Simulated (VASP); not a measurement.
# Ti3Se (I4/mmm) in VASP: a series of runs

The runs below take Ti3Se through single point, with PBE.

Program: VASP 6.6.1. These are calculated values, not measurements. Logs are shortened: lines on timing, memory, paths and dates and some standing lists are left out, and cuts for length are marked.

### 1 The cell of the first run

Symmetry: I4/mmm, No. 139, tetragonal system. The conventional cell has a = 3.865 Å, b = 3.865 Å, c = 8.730 Å, α = 90.00°, β = 90.00°, γ = 90.00°. Within 3.6 Å of Ti (site symmetry 4/mmm) lie 4 Se at 2.73 Å and 8 Ti at 2.91 Å. Within 3.6 Å of Ti (site symmetry -4m2) lie 8 Ti at 2.73 to 2.91 Å and 4 Se at 2.91 Å. Within 3.6 Å of Se (site symmetry 4/mmm) lie 12 Ti at 2.73 to 2.91 Å.

### 2 Single point, PBE, collinear spin, ferromagnetic start

Input file INCAR:

```
SYSTEM = Ti3Se
PREC = Accurate
ENCUT = 520
EDIFF = 1E-6
ISMEAR = 0
SIGMA = 0.1
LREAL = .False.
LASPH = .True.
NELM = 150
ALGO = Normal
ISIF = 2
LWAVE = .False.
LCHARG = .False.
ISPIN = 2
MAGMOM = 0.48 0.21 0.21 0
LORBIT = 11
LMAXMIX = 4
GGA = PE
NBANDS = 33
```

Input file KPOINTS:

```
Automatic mesh
0
Gamma
  6 6 6
  0 0 0
```

Input file POSCAR:

```
Ti3Se
1.0
   -1.9323844096      1.9323844096      4.3647683105
    1.9323844096     -1.9323844096      4.3647683105
    1.9323844096      1.9323844096     -4.3647683105
Ti Se
3 1
Direct
    0.5000000000      0.5000000000      0.0000000000
    0.2500000000      0.7500000000      0.5000000000
    0.7500000000      0.2500000000      0.5000000000
    0.0000000000      0.0000000000      0.0000000000
```

Potentials or basis: VASP PAW PBE potentials, release 64 (Ti_sv, Se).

Launch:

```
$ cat potpaw_PBE.64/Ti_sv/POTCAR potpaw_PBE.64/Se/POTCAR > POTCAR
$ mpirun -np 1 vasp_std > vasp.out
```

OUTCAR:

```text
SYSTEM = Ti3Se
   PREC = Accurate
   ENCUT = 520
   EDIFF = 1E-6
   ISMEAR = 0
   LREAL = .False.
   LASPH = .True.
   NELM = 150
   ISIF = 2
   ISPIN = 2
   LORBIT = 11
   GGA = PE

 ion  position               nearest neighbor table
   1  0.500  0.500  0.000-   4 2.73   4 2.73   4 2.73   4 2.73   3 2.91   2 2.91   3 2.91   3 2.91
                             2 2.91   2 2.91   3 2.91   2 2.91
   2  0.250  0.750  0.500-   3 2.73   3 2.73   3 2.73   3 2.73   1 2.91   1 2.91   1 2.91   1 2.91

   3  0.750  0.250  0.500-   2 2.73   2 2.73   2 2.73   2 2.73   1 2.91   1 2.91   1 2.91   1 2.91

   4  0.000  0.000  0.000-   1 2.73   1 2.73   1 2.73   1 2.73

  LATTYP: Found a body centered tetragonal cell.
 ALAT       =     3.8647688192
 C/A-ratio  =     2.2587474256

  Lattice vectors:

 A1 = (  -1.9323844096,   1.9323844096,   4.3647683105)
 A2 = (   1.9323844096,  -1.9323844096,   4.3647683105)
 A3 = (   1.9323844096,   1.9323844096,  -4.3647683105)

Analysis of symmetry for initial positions (statically):
=====================================================================
 Subroutine PRICEL returns:
 Original cell was already a primitive cell.

 Routine SETGRP: Setting up the symmetry group for a
 body centered tetragonal supercell.

 Subroutine GETGRP returns: Found 16 space group operations
 (whereof 16 operations were pure point group operations)
 out of a pool of 16 trial point group operations.

The static configuration has the point symmetry D_4h.

Analysis of symmetry for dynamics (positions and initial velocities):
=====================================================================
 Subroutine PRICEL returns:
 Original cell was already a primitive cell.

 Routine SETGRP: Setting up the symmetry group for a
 body centered tetragonal supercell.

 Subroutine GETGRP returns: Found 16 space group operations
 (whereof 16 operations were pure point group operations)
 out of a pool of 16 trial point group operations.

The dynamic configuration has the point symmetry D_4h.

Analysis of structural, dynamic, and magnetic symmetry:
=====================================================================
 Subroutine PRICEL returns:
 Original cell was already a primitive cell.

 Routine SETGRP: Setting up the symmetry group for a
 body centered tetragonal supercell.

 Subroutine GETGRP returns: Found 16 space group operations
 (whereof 16 operations were pure point group operations)
 out of a pool of 16 trial point group operations.

[... 126 lines left out ...]
  Fermi-wavevector in a.u.,A,eV,Ry     =   1.413910  2.671903 27.199982  1.999142
  Thomas-Fermi vector in A             =   2.535507
   LORBIT       =     11    0 simple, 1 ext, 2 COOP (PROOUT), +10 PAW based schemes
   GGA     = PE    functional components
   LHFCALC =     F    Hartree Fock is set to
   AEXX    =    0.0000 exact exchange contribution
   IVDW    =     0    specifies the selected vdW correction
   LEPSILON=     F    determine dielectric tensor
   LRPA    =     F    only Hartree local field effects (RPA)
 spin polarized calculation
 Gauss-broadening in eV      SIGMA  =   0.10
  energy-cutoff  :      520.00
  volume of cell :       65.19
 maximum number of plane-waves:      1773
 NGX is ok and might be reduce to    40
   NGX = 19   NGY = 19   NGZ = 19

 number of electron      42.0000000 magnetization       0.9390223

 Free energy of the ion-electron system (eV)
  ---------------------------------------------------
  ext. energy  EPLUGINS =         0.00000000
  ---------------------------------------------------
  free energy    TOTEN  =       -28.19584019 eV

  energy without entropy =      -28.16767422  energy(sigma->0) =      -28.18175720

 E-fermi :   9.3845     XC(G=0): -11.7163

 val. band max:        9.3781209326   @ k =   0.5000   0.3333   0.0000
 cond. band min:       9.3851675580   @ k =  -0.1667   0.1667   0.1667
 fundamental gap:      0.0070466254
 Fermi energy:         9.3844958073

 spin component 1

 k-point     1 :       0.0000    0.0000    0.0000
  band No.  band energies     occupation
      1     -47.5337      1.00000
      2     -47.4053      1.00000
      3     -47.2757      1.00000
      4     -24.0063      1.00000
      5     -23.9507      1.00000
      6     -23.9507      1.00000
[... 853 lines left out ...]
     32      13.0029      0.00000
     33      14.2356      0.00000

 [... further k-points ...]

 spin component 2

 k-point     1 :       0.0000    0.0000    0.0000
  band No.  band energies     occupation
      1     -47.2985      1.00000
      2     -47.1627      1.00000
      3     -47.1024      1.00000
      4     -23.7652      1.00000
      5     -23.7016      1.00000
      6     -23.7016      1.00000
[... 853 lines left out ...]
     32      13.2192      0.00000
     33      14.3979      0.00000

 [... further k-points ...]
[... 5 lines left out ...]
  --------------------------------------------------------------------------------------
  -------------------------------------------------------------------------------------
  Total       -0.1642135     -0.1642135      0.1093685      0.0000000     -0.0000000      0.0000000
  in kB       -4.0356299     -4.0356299      2.6877844      0.0000000     -0.0000000      0.0000000
  external PRESSURE =      -1.7944918 kB  Pullay stress =       0.0000000 kB

 VOLUME and BASIS-vectors are now :
 -----------------------------------------------------------------------------
  energy-cutoff  :      520.00
  volume of cell :       65.19
      direct lattice vectors                 reciprocal lattice vectors
    -1.932384410  1.932384410  4.364768310     0.000000000  0.258747689  0.114553618
     1.932384410 -1.932384410  4.364768310     0.258747689  0.000000000  0.114553618
     1.932384410  1.932384410 -4.364768310     0.258747689  0.258747689  0.000000000

 POSITION                                       TOTAL-FORCE (eV/Angst)
 -----------------------------------------------------------------------------------
      0.00000      0.00000      4.36477         0.000000     -0.000000     -0.000000
      1.93238      0.00000      2.18238        -0.000000      0.000000      0.000000
      0.00000      1.93238      2.18238         0.000000      0.000000      0.000000
      0.00000      0.00000      0.00000         0.000000     -0.000000     -0.000000
 -----------------------------------------------------------------------------------
    total drift:                               -0.000000     -0.000000      0.000000

  FREE ENERGIE OF THE ION-ELECTRON SYSTEM (eV)
  ---------------------------------------------------
  free  energy   TOTEN  =       -28.1958401917 eV

  energy  without entropy=      -28.1676742182  energy(sigma->0) =      -28.18175720

 total charge

# of ion       s       p       d       tot
------------------------------------------
    1        2.192   6.107   2.027  10.326
    2        2.219   6.100   2.017  10.336
    3        2.219   6.100   2.017  10.336
    4        1.424   2.315   0.109   3.848
--------------------------------------------------
tot          8.054  20.623   6.170  34.846

 magnetization (x)

# of ion       s       p       d       tot
------------------------------------------
    1        0.006   0.006   0.325   0.337
    2        0.001   0.009   0.181   0.192
    3        0.001   0.009   0.181   0.192
    4        0.002  -0.014   0.007  -0.006
--------------------------------------------------
tot          0.010   0.010   0.694   0.714
```

stdout:

```text
POSCAR found type information on POSCAR TiSe
 POSCAR found :  2 types and       4 ions
 scaLAPACK will be used
 LDA part: xc-table for (Slater+PW92), standard interpolation
 POSCAR, INCAR and KPOINTS ok, starting setup
 FFT: planning ... GRIDC
 FFT: planning ... GRID_SOFT
 FFT: planning ... GRID
 WAVECAR not read
 entering main loop
```

It took 3.5 min on 1 thread of Intel Xeon Platinum 8488C (Sapphire Rapids), shared host; peak memory 0.33 GiB.

Results:

```yaml
Free_energy: -28.1958 eV
Pressure: -0.2 GPa
Net_moment: 0.94 μB per cell
Site_moments: Ti +0.34, +0.19; Se -0.01 μB
Valence_electrons_inside_the_program's_atomic_spheres: Ti 10.33, 10.34; Se 3.85
```

Stress tensor (GPa, compression positive):
```
-0.40  0.00  0.00
 0.00 -0.40  0.00
 0.00  0.00  0.27
```

Levels at points of the mesh, in eV from the Fermi level:
Spin up:
| k point | band 18 | band 19 | band 20 | band 21 | band 22 | band 23 | band 24 | band 25 | band 26 | band 27 |
| --- | --- | --- | --- | --- | --- | --- | --- | --- | --- | --- |
| (0.00, 0.00, 0.00) | -1.54 | -1.53 | -1.49 | -0.66 | -0.02 | -0.02 | 0.84 | 1.52 | 1.60 | 1.60 |
| (0.50, 0.00, 0.00) | -1.58 | -0.71 | -0.27 | 0.31 | 0.35 | 0.49 | 0.74 | 1.12 | 1.29 | 1.53 |
| (0.50, 0.50, 0.00) | -2.23 | -0.77 | -0.48 | -0.37 | -0.06 | 0.90 | 0.91 | 1.50 | 1.74 | 1.77 |
| (0.50, 0.50, 0.50) | -2.56 | -1.70 | -1.70 | -1.14 | -1.02 | 0.26 | 1.22 | 2.17 | 2.17 | 2.19 |
Spin down:
```tsv
k point	band 19	band 20	band 21	band 22	band 23	band 24
(0.00, 0.00, 0.00)	-1.35	-1.22	-0.37	0.34	0.34	1.02
(0.50, 0.00, 0.00)	-0.43	-0.02	0.53	0.62	0.62	1.03
(0.50, 0.50, 0.00)	-0.55	-0.34	-0.01	0.25	1.03	1.22
(0.50, 0.50, 0.50)	-1.48	-1.48	-0.95	-0.80	0.44	1.38
```

Caveat: the k points lie up to 0.38 Å⁻¹ apart.

### 3 Single point, PBE, collinear spin, ferromagnetic start

This run uses another cell than the first one, of 17.64 Å³/atom, 1.082 times its volume.

Input file INCAR:

```
SYSTEM = Ti3Se
PREC     = Accurate       ! precision mode
ENCUT    = 520            ! plane-wave cutoff, eV
EDIFF    = 1E-6           ! SCF threshold, eV
ISMEAR   = 0              ! smearing method
SIGMA    = 0.1            ! smearing width, eV
LREAL    = .False.        ! projectors in reciprocal space
LASPH    = .True.         ! aspherical terms in the spheres
NELM     = 150            ! most SCF steps
ALGO     = Normal         ! electronic algorithm
ISIF     = 2              ! what is computed and relaxed
LWAVE    = .False.        ! write WAVECAR
LCHARG   = .False.        ! write CHGCAR
ISPIN    = 2              ! spin polarisation
MAGMOM   = 1 1 1 0        ! initial moments
LORBIT   = 11             ! projections on sites
LMAXMIX  = 4              ! l up to which the mixer works
GGA      = PE             ! functional
NBANDS   = 33             ! bands
```

KPOINTS is that of step 2.

Input file POSCAR:

```
Ti3Se
1.0
   -1.9912341979      1.9912341979      4.4479517147
    1.9912341979     -1.9912341979      4.4479517147
    1.9912341979      1.9912341979     -4.4479517147
Ti Se
3 1
Direct
    0.5000000000      0.5000000000      0.0000000000
    0.2500000000      0.7500000000      0.5000000000
    0.7500000000      0.2500000000      0.5000000000
    0.0000000000      0.0000000000      0.0000000000
```

Potentials or basis: VASP PAW PBE potentials, release 64 (Ti_sv, Se).

Launch:

```
$ cat potpaw_PBE.64/Ti_sv/POTCAR potpaw_PBE.64/Se/POTCAR > POTCAR
$ mpirun -np 1 vasp_std > vasp.out
```

OUTCAR:

```text
SYSTEM = Ti3Se
   PREC = Accurate
   ENCUT = 520
   EDIFF = 1E-6
   ISMEAR = 0
   LREAL = .False.
   LASPH = .True.
   NELM = 150
   ISIF = 2
   ISPIN = 2
   LORBIT = 11
   GGA = PE

 ion  position               nearest neighbor table
   1  0.500  0.500  0.000-   4 2.82   4 2.82   4 2.82   4 2.82
   2  0.250  0.750  0.500-   3 2.82   3 2.82   3 2.82   3 2.82
   3  0.750  0.250  0.500-   2 2.82   2 2.82   2 2.82   2 2.82
   4  0.000  0.000  0.000-   1 2.82   1 2.82   1 2.82   1 2.82

  LATTYP: Found a body centered tetragonal cell.
 ALAT       =     3.9824683958
 C/A-ratio  =     2.2337662337

  Lattice vectors:

 A1 = (  -1.9912341979,   1.9912341979,   4.4479517147)
 A2 = (   1.9912341979,  -1.9912341979,   4.4479517147)
 A3 = (   1.9912341979,   1.9912341979,  -4.4479517147)

Analysis of symmetry for initial positions (statically):
=====================================================================
 Subroutine PRICEL returns:
 Original cell was already a primitive cell.

 Routine SETGRP: Setting up the symmetry group for a
 body centered tetragonal supercell.

 Subroutine GETGRP returns: Found 16 space group operations
 (whereof 16 operations were pure point group operations)
 out of a pool of 16 trial point group operations.

The static configuration has the point symmetry D_4h.

Analysis of symmetry for dynamics (positions and initial velocities):
=====================================================================
 Subroutine PRICEL returns:
 Original cell was already a primitive cell.

 Routine SETGRP: Setting up the symmetry group for a
 body centered tetragonal supercell.

 Subroutine GETGRP returns: Found 16 space group operations
 (whereof 16 operations were pure point group operations)
 out of a pool of 16 trial point group operations.

The dynamic configuration has the point symmetry D_4h.

Analysis of structural, dynamic, and magnetic symmetry:
=====================================================================
 Subroutine PRICEL returns:
[... 157 lines left out ...]
  free energy    TOTEN  =       -28.06091548 eV

  energy without entropy =      -28.03472074  energy(sigma->0) =      -28.04781811

 E-fermi :   8.4931     XC(G=0): -11.3348

 val. band max:        8.4853602076   @ k =  -0.1667   0.5000   0.1667
 cond. band min:       8.4957171413   @ k =   0.1667   0.1667   0.0000
 fundamental gap:      0.0103569337
 Fermi energy:         8.4930895658

 spin component 1

 k-point     1 :       0.0000    0.0000    0.0000
  band No.  band energies     occupation
      1     -48.6010      1.00000
      2     -48.4682      1.00000
      3     -48.3673      1.00000
      4     -25.0084      1.00000
      5     -25.0063      1.00000
      6     -25.0063      1.00000
[... 853 lines left out ...]
     32      11.7256      0.00000
     33      12.8452      0.00000

 [... further k-points ...]

 spin component 2

 k-point     1 :       0.0000    0.0000    0.0000
  band No.  band energies     occupation
      1     -48.3228      1.00000
      2     -48.1930      1.00000
      3     -48.1752      1.00000
      4     -24.7536      1.00000
      5     -24.6803      1.00000
      6     -24.6803      1.00000
[... 853 lines left out ...]
     32      11.9519      0.00000
     33      13.0259      0.00000

 [... further k-points ...]
[... 5 lines left out ...]
  --------------------------------------------------------------------------------------
  -------------------------------------------------------------------------------------
  Total       -3.3684323     -3.3684323     -2.8777505      0.0000000      0.0000000     -0.0000000
  in kB      -76.5021552    -76.5021552    -65.3580352      0.0000000      0.0000000     -0.0000000
  external PRESSURE =     -72.7874485 kB  Pullay stress =       0.0000000 kB

 VOLUME and BASIS-vectors are now :
 -----------------------------------------------------------------------------
  energy-cutoff  :      520.00
  volume of cell :       70.54
      direct lattice vectors                 reciprocal lattice vectors
    -1.991234198  1.991234198  4.447951715     0.000000000  0.251100549  0.112411292
     1.991234198 -1.991234198  4.447951715     0.251100549  0.000000000  0.112411292
     1.991234198  1.991234198 -4.447951715     0.251100549  0.251100549  0.000000000

 POSITION                                       TOTAL-FORCE (eV/Angst)
 -----------------------------------------------------------------------------------
      0.00000      0.00000      4.44795        -0.000000      0.000000      0.000000
      1.99123      0.00000      2.22398         0.000000      0.000000     -0.000000
      0.00000      1.99123      2.22398         0.000000     -0.000000      0.000000
      0.00000      0.00000      0.00000        -0.000000      0.000000      0.000000
 -----------------------------------------------------------------------------------
    total drift:                               -0.000000     -0.000000      0.000000

  FREE ENERGIE OF THE ION-ELECTRON SYSTEM (eV)
  ---------------------------------------------------
  free  energy   TOTEN  =       -28.0609154760 eV

  energy  without entropy=      -28.0347207431  energy(sigma->0) =      -28.04781811

 total charge

# of ion       s       p       d       tot
------------------------------------------
    1        2.186   6.087   1.965  10.238
    2        2.210   6.082   1.954  10.246
    3        2.210   6.082   1.954  10.246
    4        1.436   2.271   0.090   3.797
--------------------------------------------------
tot          8.041  20.523   5.962  34.527

 magnetization (x)

# of ion       s       p       d       tot
------------------------------------------
    1        0.008   0.007   0.419   0.434
    2        0.001   0.009   0.180   0.190
    3        0.001   0.009   0.180   0.190
    4        0.003  -0.016   0.006  -0.006
--------------------------------------------------
tot          0.013   0.010   0.784   0.807
```

Run time: 3.2 min. Hardware: 1 thread of Intel Xeon Platinum 8488C (Sapphire Rapids), shared host; peak memory 0.33 GiB.

Results:

- Free energy: -28.0609 eV
- Pressure: -7.3 GPa
- Net moment: 1.08 μB per cell
- Site moments: Ti +0.43, +0.19; Se -0.01 μB
- Valence electrons inside the program's atomic spheres: Ti 10.24, 10.25; Se 3.80

Caveat: the k points lie up to 0.37 Å⁻¹ apart.
